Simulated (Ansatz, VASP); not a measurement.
**Mg8O9: VASP beside Ansatz**

```xyz
17
Lattice="0.0000 4.2100 4.2100 4.2100 0.0000 4.2100 4.2100 4.2100 0.0000" Properties=species:S:1:pos:R:3 pbc="T T T"
Mg    0.2192    0.2222   -0.2172
Mg    2.1299    2.1336    0.0306
Mg    2.0674   -0.0009    2.1447
Mg    4.1817    2.1333    2.0824
Mg   -0.0042    2.0700    2.1449
Mg    2.1290    4.1852    2.0829
Mg    2.0670    2.0699    4.2161
Mg    4.1131    4.1166    4.3089
O     2.0289    2.0322    2.1829
O     4.2897    4.2923    2.3709
O     4.1859    2.1028    4.2360
O     6.0513    4.2920    4.1324
O     2.0996    4.1893    4.2359
O     4.2887    6.0554    4.1331
O     4.1861    4.1894    6.3223
O     6.2897    6.2927    6.3422
O     7.6104    7.6154    9.2325
```

Alike in both runs: functional LDA; k mesh 2 × 2 × 2; occupations gaussian, width 0.02 eV; collinear spin.

Ansatz relaxed the structure, and its values are those at the end. VASP's run is a single point on that final structure, the one shown.

```csv
,VASP,Ansatz
version,VASP 6.6.1,Ansatz 0.2.0
potentials or method,"VASP PAW LDA potentials, release 64 (Mg, O), cutoff 520 eV","scalar-relativistic, plane waves, PAW"
valence electrons in the cell,70,134
```

|  | VASP | Ansatz | Ansatz less VASP |
| --- | --- | --- | --- |
| rms of the force components (eV/Å) | 0.056 | 0.005 | -0.0505 |
| net moment per atom (μB) | 0.03 | 0.12 | +0.088 |
| size of the moment on the site where the two differ most (μB) | 0.17 | 0.71 | +0.539 |

Ansatz warns that its potentials were made for another functional, while VASP's fit it. LDA's correlation is that of Perdew and Zunger in VASP and of Perdew and Wang (1992) in Ansatz. Site moments also hang on the region over which each program counts them. VASP's potentials hold 70 valence electrons a cell and Ansatz's 134, so a difference there can come from the potentials and not from the codes.

The k mesh is coarse, so the values compare programs but aren't converged.
